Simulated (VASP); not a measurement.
# AlN (F-43m) in VASP: notebook, part 2 of 2

VASP 6.6.1.

## 5. Single point, LDA

This run uses another cell than the first one, of 9.61 Å³/atom, 0.981 times its volume.

Contents of INCAR:

```
PREC = Accurate
ENCUT = 520
EDIFF = 1E-6
ISMEAR = 0
SIGMA = 0.01
LREAL = F
LASPH = T
NELM = 80
ALGO = Normal
ISIF = 2
LWAVE = F
LCHARG = T
LELF = T
LVHAR = T
NBANDS = 11
```

Contents of KPOINTS:

```
regular mesh
0
Gamma
  10 10 10
```

Contents of POSCAR:

```
AlN
1.0
    2.1258939623      2.1258939623      0.0000000000
   -2.1258939623      2.1258939623      0.0000000000
    0.0000000000      2.1258939623      2.1258939623
Al N
1 1
Direct
    0.0000000000      0.0000000000      0.0000000000
    0.2500000000      0.7500000000      0.5000000000
```

Potentials or basis: VASP PAW LDA potentials, release 64 (Al, N).

The run is started by

```
cat potpaw_LDA.64/Al/POTCAR potpaw_LDA.64/N/POTCAR > POTCAR
mpirun -np 1 vasp_std > vasp.out
```

OUTCAR:

```text
PREC = Accurate
   ENCUT = 520
   EDIFF = 1E-6
   ISMEAR = 0
   LREAL = F
   LASPH = T
   NELM = 80
   ISIF = 2

 ion  position               nearest neighbor table
   1  0.000  0.000  0.000-   2 1.84   2 1.84   2 1.84   2 1.84
   2  0.250  0.750  0.500-   1 1.84   1 1.84   1 1.84   1 1.84

  LATTYP: Found a face centered cubic cell.
 ALAT       =     4.2517879246

  Lattice vectors:

 A1 = (   0.0000000000,   2.1258939623,   2.1258939623)
 A2 = (   2.1258939623,   0.0000000000,   2.1258939623)
 A3 = (   2.1258939623,   2.1258939623,   0.0000000000)

Analysis of symmetry for initial positions (statically):
=====================================================================
 Subroutine PRICEL returns:
 Original cell was already a primitive cell.

 Routine SETGRP: Setting up the symmetry group for a
 face centered cubic supercell.

 Subroutine GETGRP returns: Found 24 space group operations
 (whereof 24 operations were pure point group operations)
 out of a pool of 48 trial point group operations.

The static configuration has the point symmetry T_d .

Analysis of symmetry for dynamics (positions and initial velocities):
=====================================================================
 Subroutine PRICEL returns:
 Original cell was already a primitive cell.

 Routine SETGRP: Setting up the symmetry group for a
 face centered cubic supercell.

 Subroutine GETGRP returns: Found 24 space group operations
 (whereof 24 operations were pure point group operations)
 out of a pool of 48 trial point group operations.

The dynamic configuration has the point symmetry T_d .

 Subroutine INISYM returns: Found 24 space group operations
 (whereof 24 operations are pure point group operations),
 and found     1 'primitive' translations

----------------------------------------------------------------------------------------

                                     Primitive cell

  volume of cell :      19.2156

  direct lattice vectors                    reciprocal lattice vectors
     2.125893962  2.125893962  0.000000000     0.235195174  0.235195174 -0.235195174
    -2.125893962  2.125893962  0.000000000    -0.235195174  0.235195174 -0.235195174
     0.000000000  2.125893962  2.125893962     0.000000000  0.000000000  0.470390348

  length of vectors
     3.006468074  3.006468074  3.006468074     0.407369991  0.407369991  0.470390348

  position of ions in fractional coordinates (direct lattice)
     0.000000000  0.000000000  0.000000000
     0.250000000  0.750000000  0.500000000

  ion indices of the primitive-cell ions
   primitive index   ion index
                 1           1
                 2           2

----------------------------------------------------------------------------------------

 KPOINTS: regular mesh

Automatic generation of k-mesh.
 Grid dimensions read from file:
 generate k-points for:   10   10   10

 Generating k-lattice:

  Cartesian coordinates                     Fractional coordinates (reciprocal lattice)
     0.023519517  0.023519517 -0.023519517     0.100000000  0.000000000  0.000000000
    -0.023519517  0.023519517 -0.023519517     0.000000000  0.100000000  0.000000000
     0.000000000  0.000000000  0.047039035     0.000000000  0.000000000  0.100000000

  Length of vectors
     0.040736999  0.040736999  0.047039035

  Shift w.r.t. Gamma in fractional coordinates (k-lattice)
     0.000000000  0.000000000  0.000000000

 Subroutine IBZKPT returns following result:
 ===========================================

 Found     47 irreducible k-points:

 Following reciprocal coordinates:
            Coordinates               Weight
  0.000000  0.000000  0.000000      1.000000
  0.100000  0.000000  0.000000      8.000000
  0.200000  0.000000  0.000000      8.000000
  0.300000  0.000000  0.000000      8.000000
  0.400000  0.000000  0.000000      8.000000
  0.500000  0.000000  0.000000      4.000000
[... 16 lines left out ...]
  0.300000  0.300000  0.000000     12.000000
  0.400000  0.300000  0.000000     24.000000
 [... further k-points ...]
   k-points           NKPTS =     47   k-points in BZ     NKDIM =     47   number of bands    NBANDS=     11
   number of dos      NEDOS =    301   number of ions     NIONS =      2
   total plane-waves  NPLWV =  13824
   dimension x,y,z NGX =    24 NGY =   24 NGZ =   24
   dimension x,y,z NGXF=    48 NGYF=   48 NGZF=   48
   ions per type =               1   1
   NGX,Y,Z   is equivalent  to a cutoff of  13.27, 13.27, 13.27 a.u.
   NGXF,Y,Z  is equivalent  to a cutoff of  26.54, 26.54, 26.54 a.u.
 SYSTEM =  unknown system
   PREC   = accura    normal or accurate (medium, high low for compatibility)
   ISTART =      0    job   : 0-new  1-cont  2-samecut
   ICHARG =      2    charge: 1-file 2-atom 10-const
   ISPIN  =      1    spin polarized calculation?
   LNONCOLLINEAR =      F non collinear calculations
   LSORBIT =      F    spin-orbit coupling
   LASPH  =      T    aspherical Exc in radial PAW
   ENCUT  =  520.0 eV  38.22 Ry    6.18 a.u.   5.59  5.59  5.59*2*pi/ulx,y,z
   NELM   =     80;   NELMIN=  2; NELMDL= -5     # of ELM steps
   EDIFF  = 0.1E-05   stopping-criterion for ELM
   LREAL  =      F    real-space projection
   EDIFFG = 0.1E-04   stopping-criterion for IOM
   NSW    =      0    number of steps for IOM
   IBRION =     -1    ionic relax: 0-MD 1-quasi-New 2-CG
   NFREE  =      0    steps in history (QN), initial steepest desc. (CG)
   ISIF   =      2    stress and relaxation
   ISYM   =      2    0-nonsym 1-usesym 2-fastsym
   POTIM  = 0.5000    time-step for ionic-motion
   TEBEG  =    0.0;   TEEND  =   0.0 temperature during run
   PSTRESS=    0.0 pullay stress
   NELECT =       8.0000    total number of electrons
   NUPDOWN=      -1.0000    fix difference up-down
   EMIN   =  10.00;   EMAX   =-10.00  energy-range for DOS
   EFERMI =   0.00;   METHOD = LEGACY
   ISMEAR =     0;   SIGMA  =   0.01  broadening in eV -4-tet -1-fermi 0-gaus
   EFERMI_NEDOS =   21; number of points for ismear=-14 and -15
   IALGO  =     38    algorithm
   IMIX   =      4    mixing-type and parameters
     AMIX     =   0.40;   BMIX     =  1.00
     AMIX_MAG =   1.60;   BMIX_MAG =  1.00
  volume/ion in A,a.u.               =       9.61        64.84
  Fermi-wavevector in a.u.,A,eV,Ry     =   1.222418  2.310036 20.331279  1.494307
  Thomas-Fermi vector in A             =   2.357566
   LORBIT       =      0    0 simple, 1 ext, 2 COOP (PROOUT), +10 PAW based schemes
   GGA     = CA    functional components
   LHFCALC =     F    Hartree Fock is set to
   AEXX    =    0.0000 exact exchange contribution
   IVDW    =     0    specifies the selected vdW correction
   LEPSILON=     F    determine dielectric tensor
   LRPA    =     F    only Hartree local field effects (RPA)
 non-spin polarized calculation
 Gauss-broadening in eV      SIGMA  =   0.01
  energy-cutoff  :      520.00
  volume of cell :       19.22
 maximum number of plane-waves:       534
 NGX is ok and might be reduce to    24
   NGX = 11   NGY = 11   NGZ = 11

 number of electron       7.9999999 magnetization

 Free energy of the ion-electron system (eV)
  ---------------------------------------------------
  ext. energy  EPLUGINS =         0.00000000
  ---------------------------------------------------
  free energy    TOTEN  =       -16.31295759 eV

  energy without entropy =      -16.31295759  energy(sigma->0) =      -16.31295759

 E-fermi :   6.5400     XC(G=0): -11.6234

 val. band max:        6.4993132163   @ k =   0.0000   0.0000   0.0000
 cond. band min:       9.7536559869   @ k =   0.5000   0.5000   0.0000
 fundamental gap:      3.2543427705
 Fermi energy:         6.5400298456

 k-point     1 :       0.0000    0.0000    0.0000
  band No.  band energies     occupation
      1      -8.8107      2.00000
      2       6.4993      2.00000
      3       6.4993      2.00000
      4       6.4993      2.00000
      5      11.4750      0.00000
      6      19.6459      0.00000
      7      19.6459      0.00000
      8      19.6459      0.00000
      9      24.6722      0.00000
     10      24.6722      0.00000
     11      26.2228      0.00000
[... 309 lines left out ...]
 k-point    24 :       0.4000    0.3000    0.0000
  band No.  band energies     occupation
      1      -5.8356      2.00000
      2       1.6532      2.00000
      3       2.9535      2.00000
      4       5.2508      2.00000
      5      12.3971      0.00000
      6      17.1273      0.00000
      7      19.9941      0.00000
      8      20.5738      0.00000
      9      23.0710      0.00000
     10      26.4806      0.00000
     11      31.7536      0.00000

 [... further k-points ...]
[... 5 lines left out ...]
  --------------------------------------------------------------------------------------
  -------------------------------------------------------------------------------------
  Total        1.9074198      1.9074198      1.9074198      0.0000000     -0.0000000     -0.0000000
  in kB      159.0384321    159.0384321    159.0384321      0.0000000     -0.0000000     -0.0000000
  external PRESSURE =     159.0384321 kB  Pullay stress =       0.0000000 kB

 VOLUME and BASIS-vectors are now :
 -----------------------------------------------------------------------------
  energy-cutoff  :      520.00
  volume of cell :       19.22
      direct lattice vectors                 reciprocal lattice vectors
     2.125893962  2.125893962  0.000000000     0.235195174  0.235195174 -0.235195174
    -2.125893962  2.125893962  0.000000000    -0.235195174  0.235195174 -0.235195174
     0.000000000  2.125893962  2.125893962     0.000000000  0.000000000  0.470390348

 POSITION                                       TOTAL-FORCE (eV/Angst)
 -----------------------------------------------------------------------------------
      0.00000      0.00000      0.00000        -0.000000      0.000000      0.000000
     -1.06295      3.18884      1.06295         0.000000     -0.000000     -0.000000
 -----------------------------------------------------------------------------------
    total drift:                                0.000000      0.000000      0.000000

  FREE ENERGIE OF THE ION-ELECTRON SYSTEM (eV)
  ---------------------------------------------------
  free  energy   TOTEN  =       -16.3129575887 eV

  energy  without entropy=      -16.3129575887  energy(sigma->0) =      -16.31295759
```

Run time: 4.3 s. Hardware: 1 thread of Intel Xeon Platinum 8488C (Sapphire Rapids), shared host; peak memory 0.12 GiB.

What came out:

```
Free energy            : -16.3130 eV
Pressure               : 15.9 GPa
Band gap on the k mesh : 3.25 eV, indirect (least direct gap 4.98 eV)
```

Levels at points of the mesh, in eV from the valence-band top:
```csv
k point,band 1,band 2,band 3,band 4,band 5,band 6,band 7,band 8,band 9
"(0.00, 0.00, 0.00)",-15.31,0.00,0.00,0.00,4.98,13.15,13.15,13.15,18.17
"(0.50, 0.00, 0.00)",-12.94,-6.26,-0.49,-0.49,8.01,10.32,11.47,11.47,18.85
"(0.50, 0.50, 0.00)",-12.20,-5.21,-1.88,-1.88,3.25,8.90,14.89,16.50,16.50
```

A k mesh can miss the band edges. A hybrid or GW would open this gap; LDA tends to underestimate it.

## 6. Single point, LDA

This run uses another cell than the first one, of 10.23 Å³/atom, 1.045 times its volume.

Contents of INCAR:

```
  PREC = Accurate
  ENCUT = 520
  EDIFF = 1E-7
  ISMEAR = 0
  SIGMA = 0.01
  LREAL = F
  LASPH = T
  NELM = 60
  ALGO = Normal
  ISIF = 2
  LWAVE = F
  LCHARG = F
  NBANDS = 11
```

KPOINTS is that of step 5.

Contents of POSCAR:

```
AlN
1.0
    2.1711430961      2.1711430961      0.0000000000
   -2.1711430961      2.1711430961      0.0000000000
    0.0000000000      2.1711430961      2.1711430961
Al N
1 1
Direct
    0.0000000000      0.0000000000      0.0000000000
    0.2500000000      0.7500000000      0.5000000000
```

Potentials or basis: VASP PAW LDA potentials, release 64 (Al, N).

The run is started by

```
cat potpaw_LDA.64/Al/POTCAR potpaw_LDA.64/N/POTCAR > POTCAR
mpirun -np 1 vasp_std > vasp.out
```

It took 4 s on 1 thread of Intel Xeon Platinum 8488C (Sapphire Rapids), shared host; peak memory 0.12 GiB.

Results (log left out):

| Item | Value |
| --- | --- |
| Free energy | -16.3754 eV |
| Pressure | 0.6 GPa |
| Band gap on the k mesh | 3.23 eV, indirect (least direct gap 4.39 eV) |

Levels at points of the mesh, in eV from the valence-band top:
```
           k point  band 1  band 2  band 3  band 4  band 5  band 6  band 7  band 8  band 9
(0.00, 0.00, 0.00)  -14.93    0.00    0.00    0.00    4.39   12.51   12.51   12.51   17.66
(0.50, 0.00, 0.00)  -12.75   -5.98   -0.49   -0.49    7.43    9.89   11.07   11.07   17.97
(0.50, 0.50, 0.00)  -12.08   -5.01   -1.81   -1.81    3.23    8.52   13.99   15.71   15.71
```

A k mesh can miss the band edges. A hybrid or GW would open this gap; LDA tends to underestimate it.

## 7. Overview

| cell | gap on the mesh (eV) | pressure (GPa) |
| --- | --- | --- |
| a = 3.026 Å, angles 60.0, 60.0, 90.0°, 2 atoms | 3.25 | 10.8 |
| a = 3.006 Å, angles 60.0, 60.0, 90.0°, 2 atoms | 3.25 | 15.9 |
| a = 3.070 Å, angles 60.0, 60.0, 90.0°, 2 atoms | 3.23 | 0.6 |

Alike in all rows: task single point; level LDA; potentials or basis VASP PAW LDA potentials, release 64 (Al, N); no spin polarisation; k mesh 10 × 10 × 10; cutoff (eV) 520; smearing gaussian 0.01 eV.

Total energies depend on the potentials used, so only differences within one code and one set of settings carry meaning.
